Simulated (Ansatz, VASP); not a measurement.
Cd3HgTe4 in VASP and in Ansatz

```
Cd Hg Te
1.0
     4.37776    0.00000    0.00000
     0.00000    4.37776    0.00000
     0.00000    0.00000   12.38217
Cd Hg Te
3 1 4
Cartesian
  0.0000 0.0000 9.2866
  0.0000 0.0000 3.0955
  2.1889 2.1889 6.1911
  2.1889 2.1889 0.0000
  2.1889 0.0000 10.8344
  0.0000 2.1889 1.5478
  2.1889 0.0000 4.6433
  0.0000 2.1889 7.7389
```

Alike in both runs: task relaxation of cell and atoms; functional PBE; k mesh 4 × 4 × 2; occupations gaussian, width 0.1 eV; no spin polarisation.

|  | VASP | Ansatz |
| --- | --- | --- |
| version | VASP 6.6.1 | Ansatz 0.2.0 |
| potentials or method | VASP PAW PBE potentials, release 64 (Cd, Hg, Te), cutoff 600 eV | scalar-relativistic, plane waves, PAW |
| valence electrons in the cell | 72 | 144 |

Ansatz gave:

- gap on the k mesh at the Fermi level, each at its own relaxed structure (eV): 0.17
- relaxed volume (Å³/atom): 36.35
- relaxed cell length with the largest relative difference (Å): 13.143

**Question.** Estimate VASP's values.

**Answer.** gap on the k mesh at the Fermi level, each at its own relaxed structure (eV): 0.17; relaxed volume (Å³/atom): 36.45; relaxed cell length with the largest relative difference (Å): 13.243.

VASP's potentials hold 72 valence electrons a cell and Ansatz's 144, so a difference there can come from the potentials and not from the codes.

Neither program's run includes spin-orbit coupling. Noted on VASP's run: the volume moved by over 15 % at a fixed basis, so the end points are rough.
